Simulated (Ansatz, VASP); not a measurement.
**Two plane-wave programs on MgS**

File POSCAR:

```
MgS
1.0
   -0.0983390638      2.8174640826      2.8174640826
    2.8174640826     -0.0983390638      2.8174640826
    2.8174640826      2.8174640826     -0.0983390638
Mg S
1 1
Direct
   -0.0031660414     -0.0031660414     -0.0031660414
    0.2531660414      0.2531660414      0.2531660414
```

Contents of INCAR.step1:

```
SYSTEM = MgS
ALGO = Normal
EDIFF = 1E-5
ENCUT = 520
GGA = PE
ISIF = 2
ISMEAR = 0
LASPH = .True.
LCHARG = .False.
LREAL = .False.
LWAVE = .True.
NBANDS = 11
NELM = 60
PREC = Accurate
SIGMA = 0.01
```

INCAR.step2

```
SYSTEM = MgS
ALGO = Normal
EDIFF = 1E-7
ENCUT = 520
GGA = PE
HFSCREEN = 0.2079
ISIF = 2
ISMEAR = 0
ISTART = 1
LASPH = .True.
LCHARG = .False.
LHFCALC = .True.
LREAL = .False.
LWAVE = .False.
NBANDS = 11
NELM = 60
PREC = Accurate
PRECFOCK = Normal
SIGMA = 0.01
```

KPOINTS

```
k-points
0
Gamma
  6 6 6
  0 0 0
```

Input for Ansatz:

```yaml
crystal:
  lattice:
    - [-0.0983390638, 2.8174640826, 2.8174640826]
    - [2.8174640826, -0.0983390638, 2.8174640826]
    - [2.8174640826, 2.8174640826, -0.0983390638]
  atoms:
    - { symbol: Mg, position: [-0.0031660414, -0.0031660414, -0.0031660414] }
    - { symbol: S, position: [0.2531660414, 0.2531660414, 0.2531660414] }
kpoints:
  mp_grid: { grid: [6, 6, 6] }
  band_path:
    path:
      - [0.0, 0.0, 0.0]
      - [-0.5, -0.5, 0.0]
      - [-0.375, -0.375, 0.25]
      - [-0.375, 0.0, 0.375]
      - [0.0, 0.0, 0.5]
      - [-0.5, -0.25, 0.25]
    npoints: 1
hamiltonian:
  xc: hse06
scf:
  occupations: { method: fixed }
  n_extra_bands: 4
output:
  forces: true
  stress: true
  eigenvalues: true
  write_density: true
  write_potential: true
  elf: true
  volumetric_format: npy
```

Change from the starting cell: epitaxial_111 strain +3.0%.

Alike in both runs: task single point; functional HSE06; k mesh 6 × 6 × 6; no spin polarisation.

|  | VASP | Ansatz |
| --- | --- | --- |
| version | VASP 6.6.1 | Ansatz 0.2.0 |
| potentials or method | VASP PAW PBE potentials, release 64 (Mg, S) | plane waves, PAW |
| plane-wave cutoff (eV) | 520 | 420 |
| occupations | gaussian, width 0.01 eV | fixed |
| valence electrons in the cell | 8 | 16 |

VASP gave:

* gap on the k mesh at the Fermi level (eV): 4.09
* pressure (GPa): -2.2
* traceless stress, the component that is largest in VASP (GPa): 1.04
* rms of the force components (eV/Å): 0.003

Task: What did Ansatz give for the same quantities?

Result: gap on the k mesh at the Fermi level (eV): 4.11; pressure (GPa): -2.1; traceless stress, the component that is largest in VASP (GPa): 1.03; rms of the force components (eV/Å): 0.002.

Atom by atom the forces differ by 0.001 eV/Å (rms over components). VASP's potentials hold 8 valence electrons a cell and Ansatz's 16, so a difference there can come from the potentials and not from the codes. Ansatz's warnings: stress exchange threshold loose, stress scf threshold loose.
